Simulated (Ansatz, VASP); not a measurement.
# BP: VASP beside Ansatz

```
CELL_PARAMETERS angstrom
0.00000 2.27417 2.27417
2.27417 0.00000 2.27417
2.27417 2.27417 0.00000
ATOMIC_POSITIONS crystal
B 0.50000 0.50000 0.50000
P 0.75000 0.75000 0.75000
```

Alike in both runs: functional PBE; k mesh 10 × 10 × 10; occupations gaussian, width 0.02 eV; no spin polarisation.

Ansatz relaxed the structure, and its values are those at the end. VASP's run is a single point on that final structure, the one shown.

|  | VASP | Ansatz |
| --- | --- | --- |
| version | VASP 6.6.1 | Ansatz 0.2.0 |
| potentials or method | VASP PAW PBE potentials, release 64 (B, P), cutoff 520 eV | scalar-relativistic, plane waves, PAW |
| valence electrons in the cell | 8 | 8 |

Ansatz gave:

* gap on the k mesh at the Fermi level (eV): 1.25
* least direct gap on the mesh (eV): 3.39
* pressure (GPa): 0.0

Q: What did VASP give for the same quantities?

A: gap on the k mesh at the Fermi level (eV): 1.25; least direct gap on the mesh (eV): 3.39; pressure (GPa): -0.2.
